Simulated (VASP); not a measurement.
A run of VASP 6.6.1 is set up as follows.

File INCAR:

```
ALGO = Normal
EDIFF = 1E-6
ENCUT = 520
GGA = PE
ISIF = 2
ISMEAR = 0
LASPH = T
LCHARG = F
LREAL = F
LWAVE = F
NBANDS = 55
NELM = 100
PREC = Accurate
SIGMA = 0.1
```

File KPOINTS:

```
k-points
0
Gamma
  6 6 10
```

Contents of POSCAR:

```
Zr2OF2
1.0
    6.0530335476      0.0000000000      0.0000000000
    0.0000000000      6.0530335476      0.0000000000
    0.0000000000      0.0000000000      4.2314205750
Zr O F
4 2 4
Direct
    0.6843087250      0.1843087250      0.0000000000
    0.3156912750      0.8156912750      0.0000000000
    0.8156912750      0.6843087250      0.0000000000
    0.1843087250      0.3156912750      0.0000000000
    0.0000000000      0.0000000000      0.0000000000
    0.5000000000      0.5000000000      0.0000000000
    0.3140542953      0.8140542953      0.5000000000
    0.6859457047      0.1859457047      0.5000000000
    0.1859457047      0.3140542953      0.5000000000
    0.8140542953      0.6859457047      0.5000000000
```

Potentials or basis: VASP PAW PBE potentials, release 64 (Zr_sv, O, F).

The run is started by

```console
$ cat potpaw_PBE.64/Zr_sv/POTCAR potpaw_PBE.64/O/POTCAR potpaw_PBE.64/F/POTCAR > POTCAR
$ mpirun -np 1 vasp_std > vasp.out
```

**Question.** What does it give for the band gap on the k mesh?

**Answer.** Zero (bands 44 and 45 overlap by 1.06 eV).

**Question.** Estimate the largest force.

**Answer.** 0.015 eV/Å.

**Question.** What does it give for the pressure?

**Answer.** 0.0 GPa.

Stress tensor (GPa, compression positive):
```
-0.06  0.00  0.00
 0.00 -0.06  0.00
 0.00  0.00  0.23
```
